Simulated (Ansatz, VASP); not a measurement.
## Two plane-wave programs on Ru

Contents of POSCAR:

```
Ru
1.0
    0.0000000000      1.8927978216      1.8927978216
    1.8927978216      0.0000000000      1.8927978216
    1.8927978216      1.8927978216      0.0000000000
Ru
1
Direct
    0.0000000000      0.0000000000      0.0000000000
```

INCAR.step1

```
SYSTEM = Ru
ALGO = Normal
EDIFF = 1E-4
ENCUT = 520
GGA = PE
ISMEAR = -1
ISPIN = 2
LASPH = .True.
LCHARG = .False.
LMAXMIX = 4
LREAL = .False.
LWAVE = .True.
MAGMOM = 1
NBANDS = 17
NELM = 150
PREC = Accurate
SIGMA = 0.05
```

INCAR.step2

```
SYSTEM = Ru
ALGO = Normal
EDIFF = 1E-6
ENCUT = 520
ISIF = 2
ISMEAR = -1
ISPIN = 2
ISTART = 1
LASPH = .True.
LCHARG = .False.
LMAXMIX = 4
LMIXTAU = .True.
LORBIT = 11
LREAL = .False.
LWAVE = .False.
MAGMOM = 1
METAGGA = R2SCAN
NBANDS = 17
NELM = 150
PREC = Accurate
SIGMA = 0.05
```

The input KPOINTS:

```
k-points
0
Gamma
  23 23 23
  0 0 0
```

Input for Ansatz:

```yaml
crystal:
  lattice:
    - [0.0, 1.8927978216, 1.8927978216]
    - [1.8927978216, 0.0, 1.8927978216]
    - [1.8927978216, 1.8927978216, 0.0]
  atoms:
    - { symbol: Ru, position: [0.0, 0.0, 0.0], spin: 1.0 }
hamiltonian:
  xc: r2scan
  pseudopotentials:
    kind: paw
    azcp:
      Ru: "pseudopotentials/Ru.paw.azcp"
basis:
  ecutwfc: 500
  fft_grid_basis: typed
kpoints:
  mp_grid: { grid: [23, 23, 23], shift: [0, 0, 0] }
magnetization:
  spin_polarized: true
scf:
  occupations: { method: fermi_dirac, width: 0.05 }
```

Alike in both runs: task single point; functional r2SCAN; k mesh 23 × 23 × 23; occupations fermi-dirac, width 0.05 eV; collinear spin.

```csv
,VASP,Ansatz
version,VASP 6.6.1,Ansatz 0.2.0
potentials or method,"VASP PAW PBE potentials, release 64 (Ru_pv), cutoff 520 eV","plane waves (500 eV) with PAW, scalar-relativistic"
valence electrons in the cell,14,16
```

|  | VASP | Ansatz | Ansatz less VASP |
| --- | --- | --- | --- |
| net moment per atom (μB) | 0.00 | 0.00 | 0.000 |

VASP's potentials were made for PBE, not for r2SCAN. VASP's potentials hold 14 valence electrons a cell and Ansatz's 16, so a difference there can come from the potentials and not from the codes. Ansatz's warnings: seeded moment not kept, stability check not made.
